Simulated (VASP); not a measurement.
A run of VASP 6.6.1:

The input POSCAR:

```
SiC
1.0
    3.1764103696      0.0000000000      0.0000000000
   -1.5882051848      2.7508520729      0.0000000000
    0.0000000000      0.0000000000     10.4052772029
Si C
4 4
Direct
    0.6666666667      0.3333333333      0.9378926761
    0.3333333333      0.6666666667      0.4378926761
    0.0000000000      0.0000000000      0.6878368315
    0.0000000000      0.0000000000      0.1878368315
    0.6666666667      0.3333333333      0.7497823431
    0.3333333333      0.6666666667      0.2497823431
    0.0000000000      0.0000000000      0.5004871493
    0.0000000000      0.0000000000      0.0004871493
```

INCAR.step1

```
SYSTEM = SiC
PREC     = Accurate       ! precision mode
ENCUT    = 520            ! plane-wave cutoff, eV
ISMEAR   = 0              ! smearing method
SIGMA    = 0.02           ! smearing width, eV
LREAL    = .False.        ! projectors in reciprocal space
LASPH    = .True.         ! aspherical terms in the spheres
NELM     = 100            ! most SCF steps
NBANDS   = 26             ! bands
GGA      = PE             ! functional
ALGO     = Normal         ! electronic algorithm
EDIFF    = 1E-4           ! SCF threshold, eV
LWAVE    = .True.         ! write WAVECAR
LCHARG   = .False.        ! write CHGCAR
```

The input INCAR.step2:

```
SYSTEM = SiC
PREC     = Accurate       ! precision mode
ENCUT    = 520            ! plane-wave cutoff, eV
EDIFF    = 1E-6           ! SCF threshold, eV
ISMEAR   = 0              ! smearing method
SIGMA    = 0.02           ! smearing width, eV
LREAL    = .False.        ! projectors in reciprocal space
LASPH    = .True.         ! aspherical terms in the spheres
NELM     = 100            ! most SCF steps
ALGO     = Normal         ! electronic algorithm
ISIF     = 2              ! what is computed and relaxed
LWAVE    = .False.        ! write WAVECAR
LCHARG   = .False.        ! write CHGCAR
METAGGA  = R2SCAN         ! meta-GGA
LMIXTAU  = .True.       
NBANDS   = 26             ! bands
ISTART   = 1
```

Contents of KPOINTS:

```
regular mesh
0
Gamma
  12 12 4
  0 0 0
```

Potentials or basis: VASP PAW PBE potentials, release 64 (Si, C).

Command:

```console
$ cat potpaw_PBE.64/Si/POTCAR potpaw_PBE.64/C/POTCAR > POTCAR
$ cp INCAR.step1 INCAR
$ mpirun -np 1 vasp_std > vasp.out
$ cp INCAR.step2 INCAR
$ mpirun -np 1 vasp_std > vasp.out
```

Hardware: 1 thread of Intel(R) Xeon(R) 6975P-C (Granite Rapids), with other jobs on the host.

**Question.** Estimate the wall time of this run.

**Answer.** Run time: 2.8 min on 1 thread of Intel(R) Xeon(R) 6975P-C (Granite Rapids), with other jobs on the host, peak memory 0.27 GiB. Counts: k points 57.
